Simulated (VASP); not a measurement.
# KBr (R-3m) in VASP: a series of runs

The runs below take KBr through single point, with PBE.

Everything below comes from runs of VASP 6.6.1. Logs are shortened: lines on timing, memory, paths and dates and some standing lists are left out, and cuts for length are marked.

## (1) The cell of the first run

Symmetry: R-3m, No. 166, trigonal system. The conventional cell has a = 5.675 Å, b = 5.675 Å, c = 7.518 Å, α = 90.00°, β = 90.00°, γ = 120.00°. Within 4.6 Å of K (site symmetry -3m) lie 8 Br at 3.51 to 3.76 Å and 6 K at 4.12 Å. Within 4.6 Å of Br (site symmetry -3m) lie 8 K at 3.51 to 3.76 Å and 6 Br at 4.12 Å.

## (2) Single point, PBE

INCAR

```
  ALGO = Normal
  EDIFF = 1E-6
  ENCUT = 500
  GGA = PE
  GGA_COMPAT = F
  ISIF = 2
  ISMEAR = 0
  LASPH = T
  LCHARG = T
  LELF = T
  LREAL = F
  LVHAR = T
  LWAVE = F
  NBANDS = 15
  NELM = 120
  PREC = Accurate
  SIGMA = 0.15
```

KPOINTS

```
k-points
0
Gamma
  4 4 4
```

POSCAR

```
KBr
1.0
    2.8374196403      1.6381849915      2.5059095011
   -2.8374196403      1.6381849915      2.5059095011
    0.0000000000     -3.2763699880      2.5059094978
K Br
1 1
Direct
    0.5000000000      0.5000000000      0.5000000000
    0.0000000000      0.0000000000      0.0000000000
```

Potentials or basis: VASP PAW PBE potentials, release 64 (K_sv, Br).

Started as:

```sh
$ cat potpaw_PBE.64/K_sv/POTCAR potpaw_PBE.64/Br/POTCAR > POTCAR
$ mpirun -np 1 vasp_std > vasp.out
```

OUTCAR:

```text
EDIFF = 1E-6
   ENCUT = 500
   GGA = PE
   ISIF = 2
   ISMEAR = 0
   LASPH = T
   LREAL = F
   NELM = 120
   PREC = Accurate

 ion  position               nearest neighbor table
   1  0.500  0.500  0.500-
   2  0.000  0.000  0.000-

  LATTYP: Found a trigonal (rhomboedric) cell.
 ALAT       =     4.1248251732
 COS(alpha) =     0.0536189304

  Lattice vectors:

 A1 = (   2.8374196403,   1.6381849915,   2.5059095011)
 A2 = (  -2.8374196403,   1.6381849915,   2.5059095011)
 A3 = (   0.0000000000,  -3.2763699880,   2.5059094978)

Analysis of symmetry for initial positions (statically):
=====================================================================
 Subroutine PRICEL returns:
 Original cell was already a primitive cell.

 Routine SETGRP: Setting up the symmetry group for a
 trigonal (rhombohedral) supercell.

 Subroutine GETGRP returns: Found 12 space group operations
 (whereof 12 operations were pure point group operations)
 out of a pool of 12 trial point group operations.

The static configuration has the point symmetry D_3d.

Analysis of symmetry for dynamics (positions and initial velocities):
=====================================================================
 Subroutine PRICEL returns:
 Original cell was already a primitive cell.

 Routine SETGRP: Setting up the symmetry group for a
 trigonal (rhombohedral) supercell.

 Subroutine GETGRP returns: Found 12 space group operations
 (whereof 12 operations were pure point group operations)
 out of a pool of 12 trial point group operations.

The dynamic configuration has the point symmetry D_3d.

 Subroutine INISYM returns: Found 12 space group operations
 (whereof 12 operations are pure point group operations),
 and found     1 'primitive' translations

----------------------------------------------------------------------------------------

                                     Primitive cell

  volume of cell :      69.8881

  direct lattice vectors                    reciprocal lattice vectors
     2.837419640  1.638184991  2.505909501     0.176216444  0.101738611  0.133018903
    -2.837419640  1.638184991  2.505909501    -0.176216444  0.101738611  0.133018903
     0.000000000 -3.276369988  2.505909498     0.000000000 -0.203477223  0.133018903

  length of vectors
     4.124825173  4.124825173  4.124825173     0.243098764  0.243098764  0.243098764

  position of ions in fractional coordinates (direct lattice)
     0.500000000  0.500000000  0.500000000
     0.000000000  0.000000000  0.000000000

[... 73 lines left out ...]
   TEBEG  =    0.0;   TEEND  =   0.0 temperature during run
   PSTRESS=    0.0 pullay stress
   NELECT =      16.0000    total number of electrons
   NUPDOWN=      -1.0000    fix difference up-down
   EMIN   =  10.00;   EMAX   =-10.00  energy-range for DOS
   EFERMI =   0.00;   METHOD = LEGACY
   ISMEAR =     0;   SIGMA  =   0.15  broadening in eV -4-tet -1-fermi 0-gaus
   EFERMI_NEDOS =   21; number of points for ismear=-14 and -15
   IALGO  =     38    algorithm
   IMIX   =      4    mixing-type and parameters
     AMIX     =   0.40;   BMIX     =  1.00
     AMIX_MAG =   1.60;   BMIX_MAG =  1.00
  volume/ion in A,a.u.               =      34.94       235.81
  Fermi-wavevector in a.u.,A,eV,Ry     =   1.001491  1.892544 13.646433  1.002984
  Thomas-Fermi vector in A             =   2.133917
   LORBIT       =      0    0 simple, 1 ext, 2 COOP (PROOUT), +10 PAW based schemes
   GGA     = PE    functional components
   LHFCALC =     F    Hartree Fock is set to
   AEXX    =    0.0000 exact exchange contribution
   IVDW    =     0    specifies the selected vdW correction
   LEPSILON=     F    determine dielectric tensor
   LRPA    =     F    only Hartree local field effects (RPA)
 non-spin polarized calculation
 Gauss-broadening in eV      SIGMA  =   0.15
  energy-cutoff  :      500.00
  volume of cell :       69.89
 maximum number of plane-waves:      1803
   NGX = 15   NGY = 15   NGZ = 15

 number of electron      16.0000007 magnetization

 Free energy of the ion-electron system (eV)
  ---------------------------------------------------
  ext. energy  EPLUGINS =         0.00000000
  ---------------------------------------------------
  free energy    TOTEN  =        -6.06485107 eV

  energy without entropy =       -6.06485107  energy(sigma->0) =       -6.06485107

 E-fermi :  -0.2747     XC(G=0):  -7.5902

 val. band max:       -1.0350937601   @ k =   0.5000   0.5000   0.0000
 cond. band min:       2.6858024678   @ k =   0.0000   0.0000   0.0000
 fundamental gap:      3.7208962278
 Fermi energy:        -0.2747212568

 k-point     1 :       0.0000    0.0000    0.0000
  band No.  band energies     occupation
      1     -29.7653      2.00000
      2     -13.6924      2.00000
      3     -13.2016      2.00000
      4     -13.1920      2.00000
      5     -13.1920      2.00000
      6      -1.3056      2.00000
      7      -1.3056      2.00000
      8      -1.1891      2.00000
      9       2.6858      0.00000
     10       4.9057      0.00000
     11       4.9057      0.00000
     12       8.3152      0.00000
     13       8.3152      0.00000
     14       8.7680      0.00000
[... 203 lines left out ...]
      2     -13.4593      2.00000
      3     -13.2736      2.00000
      4     -13.2736      2.00000
      5     -13.2326      2.00000
      6      -2.3350      2.00000
      7      -2.2886      2.00000
      8      -2.2886      2.00000
      9       5.8802      0.00000
     10       6.4920      0.00000
     11       6.4920      0.00000
     12       7.7921      0.00000
     13       8.3395      0.00000
     14       8.3395      0.00000
     15       9.8598      0.00000

------------------------ aborting loop because EDIFF is reached ----------------------------------------

  FORCE on cell =-STRESS in cart. coord.  units (eV):
  Direction    XX          YY          ZZ          XY          YZ          ZX
  --------------------------------------------------------------------------------------
  -------------------------------------------------------------------------------------
  Total       -0.3040962     -0.3040962     -0.2959367     -0.0000000     -0.0000000      0.0000000
  in kB       -6.9713754     -6.9713754     -6.7843184     -0.0000000     -0.0000000      0.0000000
  external PRESSURE =      -6.9090231 kB  Pullay stress =       0.0000000 kB

 VOLUME and BASIS-vectors are now :
 -----------------------------------------------------------------------------
  energy-cutoff  :      500.00
  volume of cell :       69.89
      direct lattice vectors                 reciprocal lattice vectors
     2.837419640  1.638184991  2.505909501     0.176216444  0.101738611  0.133018903
    -2.837419640  1.638184991  2.505909501    -0.176216444  0.101738611  0.133018903
     0.000000000 -3.276369988  2.505909498     0.000000000 -0.203477223  0.133018903

 POSITION                                       TOTAL-FORCE (eV/Angst)
 -----------------------------------------------------------------------------------
      0.00000     -0.00000      3.75886         0.000000      0.000000     -0.000000
      0.00000      0.00000      0.00000         0.000000     -0.000000      0.000000
 -----------------------------------------------------------------------------------
    total drift:                               -0.000000      0.000000      0.000000

  FREE ENERGIE OF THE ION-ELECTRON SYSTEM (eV)
  ---------------------------------------------------
  free  energy   TOTEN  =        -6.0648510683 eV

  energy  without entropy=       -6.0648510683  energy(sigma->0) =       -6.06485107
```

Wall time 19 s (1 thread of Intel Xeon 8259CL, shared host); peak memory 0.16 GiB.

What came out:

```yaml
Free_energy: -6.0649 eV
Pressure: -0.7 GPa
Band_gap_on_the_k_mesh: 3.72 eV, indirect (least direct gap 3.87 eV)
```

Levels at points of the mesh, in eV from the valence-band top:
```
           k point  band 4  band 5  band 6  band 7  band 8  band 9  band 10  band 11  band 12  band 13
(0.00, 0.00, 0.00)  -12.16  -12.16   -0.27   -0.27   -0.15    3.72     5.94     5.94     9.35     9.35
(0.50, 0.00, 0.00)  -12.14  -11.93   -1.76   -0.28   -0.14    6.29     7.21     7.34     8.90     9.36
(0.50, 0.50, 0.00)  -12.26  -12.13   -1.30   -1.22    0.00    5.23     6.46     8.04     8.06     9.68
(0.50, 0.50, 0.50)  -12.24  -12.20   -1.30   -1.25   -1.25    6.92     7.53     7.53     8.83     9.37
```

## (3) Single point, PBE

This run uses another cell than the first one: it holds 4 atoms, not 2.

INCAR

```
SYSTEM = KBr
  ALGO = Normal
  EDIFF = 1E-6
  ENCUT = 500
  GGA = PE
  GGA_COMPAT = .False.
  ISIF = 2
  ISMEAR = 0
  LASPH = .True.
  LCHARG = .True.
  LELF = .True.
  LREAL = .False.
  LVHAR = .True.
  LWAVE = .False.
  NBANDS = 24
  NELM = 120
  PREC = Accurate
  SIGMA = 0.15
```

KPOINTS

```
k-points
0
Gamma
  3 3 3
  0 0 0
```

POSCAR

```
KBr
1.0
    2.7097011288      1.5644466761      5.3621022616
   -2.7097011288      1.5644466761      5.3621022616
    0.0000000000     -3.1288933522      5.3621022616
K Br
2 2
Direct
    0.5000000000      0.5000000000      0.5000000000
    0.0000000000      0.0000000000      0.0000000000
    0.7510472036      0.7510472036      0.7510472036
    0.2489527964      0.2489527964      0.2489527964
```

Potentials or basis: VASP PAW PBE potentials, release 64 (K_sv, Br).

Started as:

```sh
$ cat potpaw_PBE.64/K_sv/POTCAR potpaw_PBE.64/Br/POTCAR > POTCAR
$ mpirun -np 1 vasp_std > vasp.out
```

OUTCAR:

```text
SYSTEM = KBr
   EDIFF = 1E-6
   ENCUT = 500
   GGA = PE
   ISIF = 2
   ISMEAR = 0
   LASPH = .True.
   LREAL = .False.
   NELM = 120
   PREC = Accurate

 ion  position               nearest neighbor table
   1  0.500  0.500  0.500-
   2  0.000  0.000  0.000-
   3  0.751  0.751  0.751-
   4  0.249  0.249  0.249-

  LATTYP: Found a trigonal (rhomboedric) cell.
 ALAT       =     6.2082295603
 COS(alpha) =     0.6189892358

  Lattice vectors:

 A1 = (   2.7097011288,   1.5644466761,   5.3621022616)
 A2 = (  -2.7097011288,   1.5644466761,   5.3621022616)
 A3 = (   0.0000000000,  -3.1288933522,   5.3621022616)

Analysis of symmetry for initial positions (statically):
=====================================================================
 Subroutine PRICEL returns:
 Original cell was already a primitive cell.

 Routine SETGRP: Setting up the symmetry group for a
 trigonal (rhombohedral) supercell.

 Subroutine GETGRP returns: Found 12 space group operations
 (whereof 12 operations were pure point group operations)
 out of a pool of 12 trial point group operations.

The static configuration has the point symmetry D_3d.

Analysis of symmetry for dynamics (positions and initial velocities):
=====================================================================
 Subroutine PRICEL returns:
 Original cell was already a primitive cell.

 Routine SETGRP: Setting up the symmetry group for a
 trigonal (rhombohedral) supercell.

 Subroutine GETGRP returns: Found 12 space group operations
 (whereof 12 operations were pure point group operations)
 out of a pool of 12 trial point group operations.

The dynamic configuration has the point symmetry D_3d.

[... 96 lines left out ...]
   EMIN   =  10.00;   EMAX   =-10.00  energy-range for DOS
   EFERMI =   0.00;   METHOD = LEGACY
   ISMEAR =     0;   SIGMA  =   0.15  broadening in eV -4-tet -1-fermi 0-gaus
   EFERMI_NEDOS =   21; number of points for ismear=-14 and -15
   IALGO  =     38    algorithm
   IMIX   =      4    mixing-type and parameters
     AMIX     =   0.40;   BMIX     =  1.00
     AMIX_MAG =   1.60;   BMIX_MAG =  1.00
  volume/ion in A,a.u.               =      34.10       230.09
  Fermi-wavevector in a.u.,A,eV,Ry     =   1.009722  1.908099 13.871675  1.019539
  Thomas-Fermi vector in A             =   2.142668
   LORBIT       =      0    0 simple, 1 ext, 2 COOP (PROOUT), +10 PAW based schemes
   GGA     = PE    functional components
   LHFCALC =     F    Hartree Fock is set to
   AEXX    =    0.0000 exact exchange contribution
   IVDW    =     0    specifies the selected vdW correction
   LEPSILON=     F    determine dielectric tensor
   LRPA    =     F    only Hartree local field effects (RPA)
 non-spin polarized calculation
 Gauss-broadening in eV      SIGMA  =   0.15
  energy-cutoff  :      500.00
  volume of cell :      136.39
 maximum number of plane-waves:      3465
 NGX is ok and might be reduce to    48

 number of electron      32.0000000 magnetization

 Free energy of the ion-electron system (eV)
  ---------------------------------------------------
  ext. energy  EPLUGINS =         0.00000000
  ---------------------------------------------------
  free energy    TOTEN  =       -12.15159927 eV

  energy without entropy =      -12.15159927  energy(sigma->0) =      -12.15159927

 E-fermi :  -0.3457     XC(G=0):  -7.6710

 val. band max:       -1.0261340312   @ k =   0.0000   0.0000   0.0000
 cond. band min:       2.8834360965   @ k =   0.0000   0.0000   0.0000
 fundamental gap:      3.9095701277
 Fermi energy:        -0.3456983213

 k-point     1 :       0.0000    0.0000    0.0000
  band No.  band energies     occupation
      1     -29.5531      2.00000
      2     -29.5233      2.00000
      3     -13.6649      2.00000
      4     -13.5148      2.00000
      5     -13.0535      2.00000
      6     -13.0535      2.00000
[... 151 lines left out ...]
     23       7.5053      0.00000
     24       7.6261      0.00000

------------------------ aborting loop because EDIFF is reached ----------------------------------------

  FORCE on cell =-STRESS in cart. coord.  units (eV):
  Direction    XX          YY          ZZ          XY          YZ          ZX
  --------------------------------------------------------------------------------------
  -------------------------------------------------------------------------------------
  Total       -0.0409531     -0.0409531      0.2354040      0.0000000      0.0000000     -0.0000000
  in kB       -0.4810924     -0.4810924      2.7653874      0.0000000      0.0000000     -0.0000000
  external PRESSURE =       0.6010675 kB  Pullay stress =       0.0000000 kB

 VOLUME and BASIS-vectors are now :
 -----------------------------------------------------------------------------
  energy-cutoff  :      500.00
  volume of cell :      136.39
      direct lattice vectors                 reciprocal lattice vectors
     2.709701129  1.564446676  5.362102262     0.184522195  0.106533939  0.062164673
    -2.709701129  1.564446676  5.362102262    -0.184522195  0.106533939  0.062164673
     0.000000000 -3.128893352  5.362102262     0.000000000 -0.213067878  0.062164673

 POSITION                                       TOTAL-FORCE (eV/Angst)
 -----------------------------------------------------------------------------------
      0.00000      0.00000      8.04315        -0.000000     -0.000000     -0.000000
      0.00000      0.00000      0.00000         0.000000     -0.000000     -0.000000
      0.00000      0.00000     12.08158         0.000000      0.000000     -0.028161
      0.00000      0.00000      4.00473         0.000000     -0.000000      0.028161
 -----------------------------------------------------------------------------------
    total drift:                                0.000000     -0.000000     -0.000000

  FREE ENERGIE OF THE ION-ELECTRON SYSTEM (eV)
  ---------------------------------------------------
  free  energy   TOTEN  =       -12.1515992673 eV

  energy  without entropy=      -12.1515992673  energy(sigma->0) =      -12.15159927
```

Wall time 77 s (1 thread of Intel Xeon 8259CL, shared host); peak memory 0.31 GiB.

What came out:

| Item | Value |
| --- | --- |
| Free energy | -12.1516 eV |
| Pressure | 0.1 GPa |
| Largest force | 0.028 eV/Å |
| Band gap on the k mesh | 3.91 eV |

Forces on the atoms (eV/Å):
```
K    0.000  0.000  0.000
K    0.000  0.000  0.000
Br   0.000  0.000 -0.028
Br   0.000  0.000  0.028
```

Caveat: the k points lie up to 0.46 Å⁻¹ apart.
